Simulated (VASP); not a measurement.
Input of a VASP 6.6.1 run:

INCAR

```
PREC     = Accurate       # precision mode
ENCUT    = 600            # plane-wave cutoff, eV
EDIFF    = 1E-6           # SCF threshold, eV
ISMEAR   = 0              # smearing method
SIGMA    = 0.1            # smearing width, eV
LREAL    = F              # projectors in reciprocal space
LASPH    = T              # aspherical terms in the spheres
NELM     = 80             # most SCF steps
ALGO     = Normal         # electronic algorithm
ISIF     = 3              # what is computed and relaxed
LWAVE    = F              # write WAVECAR
LCHARG   = F              # write CHGCAR
GGA      = PE             # functional
IBRION   = 2              # ionic algorithm
NSW      = 90             # ionic steps
EDIFFG   = -0.04          # ionic threshold
```

Contents of KPOINTS:

```
regular mesh
0
Gamma
  6 6 6
```

File POSCAR:

```
HfNb2CN2
1.0
   -1.8664683700      1.8664683700      5.3892308400
    1.8664683700     -1.8664683700      5.3892308400
    1.8664683700      1.8664683700     -5.3892308400
Hf Nb C N
1 2 1 2
Direct
    0.0000000000      0.0000000000      0.0000000000
    0.3551050100      0.3551050100      0.0000000000
    0.6448949900      0.6448949900      0.0000000000
    0.5000000000      0.5000000000      0.0000000000
    0.7500000000      0.2500000000      0.5000000000
    0.2500000000      0.7500000000      0.5000000000
```

Potentials or basis: VASP PAW PBE potentials, release 64 (Hf_pv, Nb_sv, C, N).

Command:

```sh
$ cat potpaw_PBE.64/Hf_pv/POTCAR potpaw_PBE.64/Nb_sv/POTCAR potpaw_PBE.64/C/POTCAR potpaw_PBE.64/N/POTCAR > POTCAR
$ mpirun -np 1 vasp_std > vasp.out
```

(1) What does it give for the band gap on the k mesh?

(2) Predict the space group after relaxing (to 0.05 Å).

Answers

(1) zero (band 25 reaches 7.10 eV, above the bottom of band 26 at 6.29 eV).

(2) I4/mmm (No. 139).

Caveat: the k points lie up to 0.42 Å⁻¹ apart in the final cell; spin-orbit coupling is left out, which moves the levels of the heavy elements.
